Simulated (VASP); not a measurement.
# PbO (P4/nmm) in VASP: a series of runs, part 2 of 2

VASP 6.6.1. The steps go on from the part before.

### 5 Single point, PBEsol (strain -0.015 along x and y, -0.030 along z)

File INCAR:

```
ALGO = Normal
EDIFF = 1E-7
ENCUT = 520
GGA = PS
ISIF = 2
ISMEAR = 0
LASPH = T
LCHARG = F
LREAL = F
LWAVE = F
NBANDS = 28
NELM = 80
PREC = Accurate
SIGMA = 0.05
```

File KPOINTS:

```
k-points
0
Gamma
  8 8 6
```

File POSCAR:

```
PbO
1.0
    3.9147840000      0.0000000000      0.0000000000
    0.0000000000      3.9147840000      0.0000000000
    0.0000000000      0.0000000000      4.8713400000
Pb O
2 2
Direct
    0.0000000000      0.5000000000      0.2351000000
    0.5000000000      0.0000000000      0.7649000000
    0.0000000000      0.0000000000      0.0000000000
    0.5000000000      0.5000000000      0.0000000000
```

Run with:

```sh
$ cat potpaw_PBE.64/Pb_d/POTCAR potpaw_PBE.64/O/POTCAR > POTCAR
$ mpirun -np 1 vasp_std > vasp.out
```

Run time: 3.5 min. Hardware: 1 thread of AMD EPYC 7R13, shared host; peak memory 0.22 GiB.

The run converged. Its results:

```
Free energy            : -22.7576 eV
Pressure               : 6.8 GPa
Largest force          : 1.122 eV/Å
Band gap on the k mesh : 1.12 eV, indirect (least direct gap 2.28 eV)
```

Forces in eV/Å, atoms in the order of the input:
```
Pb   0.000  0.000  1.122
Pb   0.000  0.000 -1.122
O    0.000  0.000  0.000
O    0.000  0.000  0.000
```

Stress tensor (GPa, compression positive):
```
7.07 0.00 0.00
0.00 7.07 0.00
0.00 0.00 6.40
```

Levels at points of the mesh, in eV from the valence-band top:
| k point | band 18 | band 19 | band 20 | band 21 | band 22 | band 23 |
| --- | --- | --- | --- | --- | --- | --- |
| (0.00, 0.00, 0.00) | -2.06 | -1.99 | -0.03 | 2.42 | 5.46 | 5.79 |
| (0.50, 0.00, 0.00) | -3.48 | -1.85 | -1.85 | 3.50 | 3.50 | 6.69 |
| (0.50, 0.50, 0.00) | -1.69 | -1.37 | -1.37 | 1.12 | 1.12 | 5.33 |
| (0.00, 0.00, 0.50) | -2.09 | -2.04 | -1.07 | 1.75 | 3.98 | 3.98 |
| (0.50, 0.00, 0.50) | -3.44 | -1.10 | -1.10 | 3.13 | 3.13 | 6.47 |
| (0.50, 0.50, 0.50) | -2.36 | -1.38 | -1.38 | 3.48 | 3.48 | 4.92 |

Caveat: the cell differs from its parent crystal (strain -0.015 along x and y, -0.030 along z); the PAW data sets were made with another functional, which shifts forces and pressure a little; spin-orbit coupling is left out, which moves the levels of the heavy elements.

### 6 Single point, PBEsol (strain -0.030 along x and y, +0.015 along z)

File INCAR:

```
  PREC = Accurate
  ENCUT = 520
  EDIFF = 1E-6
  ISMEAR = 0
  SIGMA = 0.05
  LREAL = False
  LASPH = True
  NELM = 80
  ALGO = Normal
  ISIF = 2
  LWAVE = False
  LCHARG = False
  GGA = PS
  NBANDS = 28
```

File KPOINTS:

```
Automatic mesh
0
Gamma
  8 8 6
```

File POSCAR:

```
PbO
1.0
    3.8551680000      0.0000000000      0.0000000000
    0.0000000000      3.8551680000      0.0000000000
    0.0000000000      0.0000000000      5.0973300000
Pb O
2 2
Direct
    0.0000000000      0.5000000000      0.2351000000
    0.5000000000      0.0000000000      0.7649000000
    0.0000000000      0.0000000000      0.0000000000
    0.5000000000      0.5000000000      0.0000000000
```

Potentials or basis: VASP PAW PBE potentials, release 64 (Pb_d, O).

Run with:

```sh
$ cat potpaw_PBE.64/Pb_d/POTCAR potpaw_PBE.64/O/POTCAR > POTCAR
$ mpirun -np 1 vasp_std > vasp.out
```

OUTCAR:

```text
PREC = Accurate
   ENCUT = 520
   EDIFF = 1E-6
   ISMEAR = 0
   LREAL = False
   LASPH = True
   NELM = 80
   ISIF = 2
   GGA = PS

 ion  position               nearest neighbor table
   1  0.000  0.500  0.235-   3 2.27   4 2.27   3 2.27   4 2.27   2 3.63   2 3.63   2 3.63   2 3.63
                             2 3.84   2 3.84   2 3.84   2 3.84
   2  0.500  0.000  0.765-   3 2.27   4 2.27   4 2.27   3 2.27   1 3.63   1 3.63   1 3.63   1 3.63
                             1 3.84   1 3.84   1 3.84   1 3.84
   3  0.000  0.000  0.000-   1 2.27   2 2.27   1 2.27   2 2.27
   4  0.500  0.500  0.000-   1 2.27   2 2.27   2 2.27   1 2.27

  LATTYP: Found a simple tetragonal cell.
 ALAT       =     3.8551680000
 C/A-ratio  =     1.3222069700

  Lattice vectors:

 A1 = (   3.8551680000,   0.0000000000,   0.0000000000)
 A2 = (   0.0000000000,   3.8551680000,   0.0000000000)
 A3 = (   0.0000000000,   0.0000000000,   5.0973300000)

Analysis of symmetry for initial positions (statically):
=====================================================================
 Subroutine PRICEL returns:
 Original cell was already a primitive cell.

 Routine SETGRP: Setting up the symmetry group for a
 simple tetragonal supercell.

 Subroutine GETGRP returns: Found 16 space group operations
 (whereof  8 operations were pure point group operations)
 out of a pool of 16 trial point group operations.

The static configuration has the point symmetry D_2d.
 The point group associated with its full space group is D_4h.

Analysis of symmetry for dynamics (positions and initial velocities):
=====================================================================
 Subroutine PRICEL returns:
 Original cell was already a primitive cell.

 Routine SETGRP: Setting up the symmetry group for a
 simple tetragonal supercell.

 Subroutine GETGRP returns: Found 16 space group operations
 (whereof  8 operations were pure point group operations)
 out of a pool of 16 trial point group operations.

The dynamic configuration has the point symmetry D_2d.
 The point group associated with its full space group is D_4h.

 Subroutine INISYM returns: Found 16 space group operations
 (whereof  8 operations are pure point group operations),
 and found     1 'primitive' translations

----------------------------------------------------------------------------------------

                                     Primitive cell

  volume of cell :      75.7582

  direct lattice vectors                    reciprocal lattice vectors
     3.855168000  0.000000000  0.000000000     0.259392068  0.000000000  0.000000000
     0.000000000  3.855168000  0.000000000     0.000000000  0.259392068  0.000000000
     0.000000000  0.000000000  5.097330000     0.000000000  0.000000000  0.196181138

  length of vectors
     3.855168000  3.855168000  5.097330000     0.259392068  0.259392068  0.196181138

  position of ions in fractional coordinates (direct lattice)
     0.000000000  0.500000000  0.235100000
     0.500000000  0.000000000  0.764900000
     0.000000000  0.000000000  0.000000000
     0.500000000  0.500000000  0.000000000

  ion indices of the primitive-cell ions
   primitive index   ion index
                 1           1
                 2           2
                 3           3
                 4           4

----------------------------------------------------------------------------------------

 KPOINTS: Automatic mesh

Automatic generation of k-mesh.
 Grid dimensions read from file:
 generate k-points for:    8    8    6

 Generating k-lattice:

  Cartesian coordinates                     Fractional coordinates (reciprocal lattice)
     0.032424008  0.000000000  0.000000000     0.125000000  0.000000000  0.000000000
     0.000000000  0.032424008  0.000000000     0.000000000  0.125000000  0.000000000
     0.000000000  0.000000000  0.032696856     0.000000000  0.000000000  0.166666667

  Length of vectors
     0.032424008  0.032424008  0.032696856

  Shift w.r.t. Gamma in fractional coordinates (k-lattice)
     0.000000000  0.000000000  0.000000000

 Subroutine IBZKPT returns following result:
 ===========================================

 Found     60 irreducible k-points:

 Following reciprocal coordinates:
            Coordinates               Weight
  0.000000  0.000000  0.000000      1.000000
  0.125000  0.000000  0.000000      4.000000
  0.250000  0.000000  0.000000      4.000000
  0.375000  0.000000  0.000000      4.000000
  0.500000  0.000000  0.000000      2.000000
  0.125000  0.125000  0.000000      4.000000
[... 16 lines left out ...]
  0.375000  0.125000  0.166667     16.000000
  0.500000  0.125000  0.166667      8.000000
 [... further k-points ...]
   k-points           NKPTS =     60   k-points in BZ     NKDIM =     60   number of bands    NBANDS=     28
   number of dos      NEDOS =    301   number of ions     NIONS =      4
   total plane-waves  NPLWV =  36000
   dimension x,y,z NGX =    30 NGY =   30 NGZ =   40
   dimension x,y,z NGXF=    60 NGYF=   60 NGZF=   80
   ions per type =               2   2
   NGX,Y,Z   is equivalent  to a cutoff of  12.94, 12.94, 13.05 a.u.
   NGXF,Y,Z  is equivalent  to a cutoff of  25.87, 25.87, 26.09 a.u.
 SYSTEM =  unknown system
   PREC   = accura    normal or accurate (medium, high low for compatibility)
   ISTART =      0    job   : 0-new  1-cont  2-samecut
   ICHARG =      2    charge: 1-file 2-atom 10-const
   ISPIN  =      1    spin polarized calculation?
   LNONCOLLINEAR =      F non collinear calculations
   LSORBIT =      F    spin-orbit coupling
   LASPH  =      T    aspherical Exc in radial PAW
   ENCUT  =  520.0 eV  38.22 Ry    6.18 a.u.   7.17  7.17  9.48*2*pi/ulx,y,z
   NELM   =     80;   NELMIN=  2; NELMDL= -5     # of ELM steps
   EDIFF  = 0.1E-05   stopping-criterion for ELM
   LREAL  =      F    real-space projection
   EDIFFG = 0.1E-04   stopping-criterion for IOM
   NSW    =      0    number of steps for IOM
   IBRION =     -1    ionic relax: 0-MD 1-quasi-New 2-CG
   NFREE  =      0    steps in history (QN), initial steepest desc. (CG)
   ISIF   =      2    stress and relaxation
   ISYM   =      2    0-nonsym 1-usesym 2-fastsym
   POTIM  = 0.5000    time-step for ionic-motion
   TEBEG  =    0.0;   TEEND  =   0.0 temperature during run
   PSTRESS=    0.0 pullay stress
   NELECT =      40.0000    total number of electrons
   NUPDOWN=      -1.0000    fix difference up-down
   EMIN   =  10.00;   EMAX   =-10.00  energy-range for DOS
   EFERMI =   0.00;   METHOD = LEGACY
   ISMEAR =     0;   SIGMA  =   0.05  broadening in eV -4-tet -1-fermi 0-gaus
   EFERMI_NEDOS =   21; number of points for ismear=-14 and -15
   IALGO  =     38    algorithm
   IMIX   =      4    mixing-type and parameters
     AMIX     =   0.40;   BMIX     =  1.00
     AMIX_MAG =   1.60;   BMIX_MAG =  1.00
  volume/ion in A,a.u.               =      18.94       127.81
  Fermi-wavevector in a.u.,A,eV,Ry     =   1.323178  2.500444 23.821091  1.750801
  Thomas-Fermi vector in A             =   2.452805
   LORBIT       =      0    0 simple, 1 ext, 2 COOP (PROOUT), +10 PAW based schemes
   GGA     = PS    functional components
   LHFCALC =     F    Hartree Fock is set to
   AEXX    =    0.0000 exact exchange contribution
   IVDW    =     0    specifies the selected vdW correction
   LEPSILON=     F    determine dielectric tensor
   LRPA    =     F    only Hartree local field effects (RPA)
 non-spin polarized calculation
 Gauss-broadening in eV      SIGMA  =   0.05
  energy-cutoff  :      520.00
  volume of cell :       75.76
 maximum number of plane-waves:      2068
 NGX is ok and might be reduce to    30
   NGX = 15   NGY = 15   NGZ = 19

 number of electron      40.0000014 magnetization

 Free energy of the ion-electron system (eV)
  ---------------------------------------------------
  ext. energy  EPLUGINS =         0.00000000
  ---------------------------------------------------
  free energy    TOTEN  =       -22.76819562 eV

  energy without entropy =      -22.76819562  energy(sigma->0) =      -22.76819562

 E-fermi :   5.9912     XC(G=0): -10.3064

 val. band max:        5.7228352945   @ k =   0.0000   0.0000   0.0000
 cond. band min:       6.7065693057   @ k =   0.5000   0.5000   0.0000
 fundamental gap:      0.9837340111
 Fermi energy:         5.9912283064

 k-point     1 :       0.0000    0.0000    0.0000
  band No.  band energies     occupation
      1     -13.3774      2.00000
      2     -12.5780      2.00000
      3     -10.4826      2.00000
      4     -10.4826      2.00000
      5     -10.4299      2.00000
      6     -10.3927      2.00000
[... 20 lines left out ...]
     27      13.1424      0.00000
[... 691 lines left out ...]
      6     -10.3545      2.00000
[... 20 lines left out ...]
     27      15.1154      0.00000
     28      15.1154      0.00000

 [... further k-points ...]
[... 5 lines left out ...]
  --------------------------------------------------------------------------------------
  -------------------------------------------------------------------------------------
  Total        3.3291167      3.3291167      1.8428490      0.0000000     -0.0000000      0.0000000
  in kB       70.4060918     70.4060918     38.9736392      0.0000000     -0.0000000      0.0000000
  external PRESSURE =      59.9286076 kB  Pullay stress =       0.0000000 kB

 VOLUME and BASIS-vectors are now :
 -----------------------------------------------------------------------------
  energy-cutoff  :      520.00
  volume of cell :       75.76
      direct lattice vectors                 reciprocal lattice vectors
     3.855168000  0.000000000  0.000000000     0.259392068  0.000000000  0.000000000
     0.000000000  3.855168000  0.000000000     0.000000000  0.259392068  0.000000000
     0.000000000  0.000000000  5.097330000     0.000000000  0.000000000  0.196181138

 POSITION                                       TOTAL-FORCE (eV/Angst)
 -----------------------------------------------------------------------------------
      0.00000      1.92758      1.19838        -0.000000      0.000000      0.661501
      1.92758      0.00000      3.89895         0.000000      0.000000     -0.661501
      0.00000      0.00000      0.00000        -0.000000      0.000000      0.000000
      1.92758      1.92758      0.00000         0.000000     -0.000000      0.000000
 -----------------------------------------------------------------------------------
    total drift:                                0.000000      0.000000     -0.000000

  FREE ENERGIE OF THE ION-ELECTRON SYSTEM (eV)
  ---------------------------------------------------
  free  energy   TOTEN  =       -22.7681956176 eV

  energy  without entropy=      -22.7681956176  energy(sigma->0) =      -22.76819562
```

OSZICAR:

```text
N       E                     dE             d eps       ncg     rms          rms(c)
DAV:   1     0.468160971145E+03    0.46816E+03   -0.19787E+04  3360   0.174E+03
DAV:   2     0.354382823244E+02   -0.43272E+03   -0.41510E+03  3432   0.457E+02
DAV:   3    -0.240658921372E+02   -0.59504E+02   -0.58049E+02  4232   0.184E+02
DAV:   4    -0.267100983224E+02   -0.26442E+01   -0.26346E+01  3952   0.401E+01
DAV:   5    -0.267877938557E+02   -0.77696E-01   -0.77689E-01  3872   0.739E+00    0.114E+01
DAV:   6    -0.229007670941E+02    0.38870E+01   -0.19765E+01  5008   0.389E+01    0.468E+00
DAV:   7    -0.228114310591E+02    0.89336E-01   -0.22828E+00  4016   0.106E+01    0.240E+00
DAV:   8    -0.227837282553E+02    0.27703E-01   -0.48878E-01  4288   0.473E+00    0.912E-01
DAV:   9    -0.227671963708E+02    0.16532E-01   -0.69301E-02  5204   0.239E+00    0.221E-01
DAV:  10    -0.227683718545E+02   -0.11755E-02   -0.10904E-02  3916   0.673E-01    0.799E-02
DAV:  11    -0.227682283474E+02    0.14351E-03   -0.15192E-03  5656   0.330E-01    0.527E-02
DAV:  12    -0.227682103852E+02    0.17962E-04   -0.13861E-04  4264   0.104E-01    0.351E-02
DAV:  13    -0.227681971363E+02    0.13249E-04   -0.82905E-05  5164   0.674E-02    0.663E-03
DAV:  14    -0.227681965370E+02    0.59928E-06   -0.13873E-05  4788   0.413E-02    0.558E-03
DAV:  15    -0.227681956176E+02    0.91939E-06   -0.30976E-06  2932   0.204E-02
   1 F= -.22768196E+02 E0= -.22768196E+02  d E =-.237174E-16
```

It took 3.3 min on 1 thread of AMD EPYC 7R13, shared host; peak memory 0.22 GiB.

Results:

* Free energy: -22.7682 eV
* Pressure: 6.0 GPa
* Largest force: 0.662 eV/Å
* Band gap on the k mesh: 0.98 eV, indirect (least direct gap 2.29 eV)

Forces on the atoms (eV/Å):
```
Pb   0.000  0.000  0.662
Pb   0.000  0.000 -0.662
O    0.000  0.000  0.000
O    0.000  0.000  0.000
```

Caveat: the cell differs from its parent crystal (strain -0.030 along x and y, +0.015 along z); the PAW data sets were made with another functional, which shifts forces and pressure a little; spin-orbit coupling is left out, which moves the levels of the heavy elements.

### 7 Summary

```tsv
cell	gap on the mesh (eV)	pressure (GPa)	largest force (eV/Å)
a = 3.855, b = 3.855, c = 4.871 Å, 4 atoms	1.01	10.8	1.60
a = 3.855, b = 3.855, c = 4.947 Å, 4 atoms	1.00	9.1	1.29
a = 3.855, b = 3.855, c = 5.022 Å, 4 atoms	0.99	7.5	0.97
a = 3.915, b = 3.915, c = 4.871 Å, 4 atoms	1.12	6.8	1.12
a = 3.855, b = 3.855, c = 5.097 Å, 4 atoms	0.98	6.0	0.66
```

Alike in all rows: task single point; level PBEsol; potentials or basis VASP PAW PBE potentials, release 64 (Pb_d, O); no spin polarisation; k mesh 8 × 8 × 6; cutoff (eV) 520; smearing gaussian 0.05 eV.

Caveats: the PAW data sets were made with another functional, which shifts forces and pressure a little; spin-orbit coupling is left out, which moves the levels of the heavy elements.

Absolute energies hang on the potentials; compare differences alone.
